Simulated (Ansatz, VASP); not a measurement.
# GaSb3: VASP beside Ansatz

The input INCAR:

```
PREC = Accurate
ENCUT = 520
EDIFF = 1E-7
ISMEAR = 0
SIGMA = 0.15
LREAL = F
LASPH = T
NELM = 100
ALGO = Normal
ISIF = 2
LWAVE = F
LCHARG = T
GGA = PS
LELF = T
LVHAR = T
NBANDS = 22
```

The input KPOINTS:

```
Automatic mesh
0
Gamma
  10 10 10
```

The input POSCAR:

```
GaSb3
1.0
    0.0000000000      3.5466940061      3.5466940061
    3.5466940061      0.0000000000      3.5466940061
    3.5466940061      3.5466940061      0.0000000000
Ga Sb
1 3
Direct
    0.0000000000      0.0000000000      0.0000000000
    0.2500000000      0.2500000000      0.2500000000
    0.7500000000      0.7500000000      0.7500000000
    0.5000000000      0.5000000000      0.5000000000
```

Input for Ansatz:

```yaml
crystal:
  lattice:
    - [0.0, 3.5466940061, 3.5466940061]
    - [3.5466940061, 0.0, 3.5466940061]
    - [3.5466940061, 3.5466940061, 0.0]
  atoms:
    - { symbol: Ga, position: [0.0, 0.0, 0.0] }
    - { symbol: Sb, position: [0.25, 0.25, 0.25] }
    - { symbol: Sb, position: [0.75, 0.75, 0.75] }
    - { symbol: Sb, position: [0.5, 0.5, 0.5] }
basis:
  ecutwfc: 420
kpoints:
  mp_grid: { grid: [10, 10, 10] }
hamiltonian:
  xc: pbesol
  pseudopotentials: { kind: paw, azcp: { folder: soft_1 } }
scf:
  occupations: { method: gaussian, width: 0.15 }
output:
  forces: true
  stress: true
  eigenvalues: true
```

Alike in both runs: task single point; functional PBEsol; k mesh 10 × 10 × 10; occupations gaussian, width 0.15 eV; no spin polarisation.

|  | VASP | Ansatz |
| --- | --- | --- |
| version | VASP 6.6.1 | Ansatz 0.2.0 |
| potentials or method | VASP PAW PBE potentials, release 64 (Ga_d, Sb), cutoff 520 eV | scalar-relativistic, plane waves, PAW |
| valence electrons in the cell | 28 | 58 |

VASP gave:

```
gap on the k mesh at the Fermi level (eV) : none
pressure (GPa)                            : 6.6
```

Question: What did Ansatz give for the same quantities?

Answer: gap on the k mesh at the Fermi level (eV): none; pressure (GPa): 6.5.

VASP's potentials were made for PBE, not for PBEsol, and Ansatz warns of the same on its side. A gap of «none» marks a metal or a gap that the smearing closes. The functional is the same, so the differences come from potentials, cutoffs and numerics. VASP's potentials hold 28 valence electrons a cell and Ansatz's 58, so a difference there can come from the potentials and not from the codes.

Spin-orbit coupling is off throughout.
